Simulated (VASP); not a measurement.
The system is Al3BP4.

```xyz
8
Lattice="3.6248 0.0000 0.0000 0.0000 7.2496 0.0000 0.0000 0.0000 5.1263" Properties=species:S:1:pos:R:3 pbc="T T T"
Al    0.0000    5.4372    0.0000
Al    0.0000    1.8124    0.0000
Al    1.8124    0.0000    2.5631
B     1.8124    3.6248    2.5631
P     1.8124    5.4372    3.8447
P     0.0000    3.6248    1.2816
P     1.8124    1.8124    3.8447
P     0.0000    0.0000    1.2816
```

| Quantity | Value |
| --- | --- |
| Program | VASP 6.6.1 |
| Task | relaxation of cell and atoms |
| Functional | PBE |
| Potentials or basis | VASP PAW PBE potentials, release 64 (Al, B, P) |
| Cutoff | 600 eV |
| k mesh | 6 × 4 × 4 |
| Occupations | gaussian, width 0.1 eV |
| Spin | no spin polarisation |

At the start: pressure 14.1 GPa; volume 16.84 Å³/atom.

Question: How do energy, volume and symmetry change on relaxing?

Answer: Over 13 steps the energy falls by 243.8 meV/atom and the volume is 18.37 Å³/atom (+9.1 %); space group Pmm2 (No. 25, to 0.1 Å) before and after.

The path:
| step | energy change (eV) | largest force (eV/Å) | pressure (GPa) | volume (Å³) |
| --- | --- | --- | --- | --- |
| 1 | 0.0000 | 3.9487 | 14.06 | 134.71 |
| 2 | -1.1445 | 0.7588 | -8.39 | 165.62 |
| 3 | -1.3990 | 1.3875 | -3.58 | 155.25 |
| 4 | -1.7618 | 0.7165 | -1.74 | 150.44 |
| 5 | -1.8498 | 0.7839 | 0.19 | 146.86 |
| 6 | -1.9204 | 0.4181 | 0.37 | 146.29 |
| 7 | -1.9313 | 0.3471 | 0.51 | 145.97 |
| 8 | -1.9412 | 0.2693 | -0.44 | 147.36 |
| 9 | -1.9415 | 0.2551 | -0.31 | 147.16 |
| 10 | -1.9466 | 0.1322 | 0.00 | 146.71 |
| 11 | -1.9474 | 0.1630 | 0.18 | 146.45 |
| 12 | -1.9499 | 0.0628 | -0.02 | 146.81 |
| 13 | -1.9501 | 0.0287 | -0.10 | 146.95 |

Final structure:
```
Al B P
1.0
     3.68716    0.00000    0.00000
     0.00000    7.47711    0.00000
     0.00000    0.00000    5.33036
Al B P
3 1 4
Cartesian
  0.0000 5.4654 0.0096
  0.0000 2.0117 0.0096
  1.8436 0.0000 2.6536
  1.8436 3.7386 2.7187
  1.8436 5.3841 3.8772
  0.0000 3.7386 1.6329
  1.8436 2.0930 3.8772
  0.0000 0.0000 1.2121
```
